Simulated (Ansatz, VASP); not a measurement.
# Two plane-wave programs on WF

File INCAR:

```
SYSTEM = WF
PREC = Accurate
ENCUT = 520
EDIFF = 1E-6
ISMEAR = -1
SIGMA = 0.05
LREAL = .FALSE.
LASPH = .TRUE.
NELM = 60
ALGO = Normal
ISIF = 2
LWAVE = .FALSE.
LCHARG = .FALSE.
GGA = PE
NBANDS = 18
```

File KPOINTS:

```
Automatic mesh
0
G
  11 11 11
  0 0 0
```

File POSCAR:

```
WF
1.0
    1.3658900000      0.7886000000      5.0696000000
   -1.3658900000      0.7886000000      5.0696000000
    0.0000000000     -1.5771900000      5.0696000000
W F
1 1
Direct
    0.8067540000      0.8235860000      0.8036720000
    0.9302470000      0.9598050000      0.9183760000
```

Contents of input.yaml:

```yaml
crystal:
  lattice:
    - [1.36589, 0.7886, 5.0696]
    - [-1.36589, 0.7886, 5.0696]
    - [0.0, -1.57719, 5.0696]
  atoms:
    - { symbol: W, position: [0.806754, 0.823586, 0.803672] }
    - { symbol: F, position: [0.930247, 0.959805, 0.918376] }
hamiltonian:
  xc: pbe
  pseudopotentials: { kind: paw }
kpoints:
  mp_grid: { grid: [11, 11, 11] }
scf:
  occupations: { method: fermi_dirac, width: 0.05 }
output:
  forces: true
  stress: true
  eigenvalues: true
```

Change from the starting cell: atoms moved at random, drawn with an rms of 0.05 Å.

Alike in both runs: task single point; functional PBE; k mesh 11 × 11 × 11; occupations fermi-dirac, width 0.05 eV; no spin polarisation.

|  | VASP | Ansatz |
| --- | --- | --- |
| version | VASP 6.6.1 | Ansatz 0.2.0 |
| potentials or method | VASP PAW PBE potentials, release 64 (W_sv, F) | Ansatz PAW |
| plane-wave cutoff (eV) | 520 | 420 |
| valence electrons in the cell | 21 | 21 |

VASP gave:

* gap on the k mesh at the Fermi level (eV): none
* pressure (GPa): -0.8
* traceless stress, the component that is largest in VASP (GPa): -3.31
* rms of the force components (eV/Å): 0.189

**Question.** Estimate Ansatz's values.

**Answer.** gap on the k mesh at the Fermi level (eV): none; pressure (GPa): -1.8; traceless stress, the component that is largest in VASP (GPa): -5.15; rms of the force components (eV/Å): 0.385.

Atom by atom the forces differ by 0.198 eV/Å (rms over components). A gap of «none» marks a metal or a gap that the smearing closes.

Spin-orbit coupling is off throughout.
